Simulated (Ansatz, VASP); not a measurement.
## Ga: VASP beside Ansatz

```
Ga
1.0
     3.03742    0.00000    0.00000
    -1.51871    2.63048    0.00000
     0.00000    0.00000    9.47873
Ga
4
Cartesian
  0.0000 0.0000 0.0000
  0.0000 1.7537 2.3697
  0.0000 0.0000 4.7394
  1.5187 0.8768 7.1090
```

Alike in both runs: functional PBE; k mesh 12 × 12 × 4; occupations gaussian, width 0.1 eV; no spin polarisation.

Ansatz relaxed the structure, and its values are those at the end. VASP's run is a single point on that final structure, the one shown.

|  | VASP | Ansatz |
| --- | --- | --- |
| version | VASP 6.6.1 | Ansatz 0.2.0 |
| potentials or method | VASP PAW PBE potentials, release 64 (Ga_d), cutoff 500 eV | scalar-relativistic, plane waves, PAW |
| valence electrons in the cell | 52 | 52 |

```tsv
	VASP	Ansatz	Ansatz less VASP
gap on the k mesh at the Fermi level (eV)	none	none	-
pressure (GPa)	0.1	0.1	+0.02
```

A gap of «none» marks a metal or a gap that the smearing closes. The functional is the same, so the differences come from potentials, cutoffs and numerics.
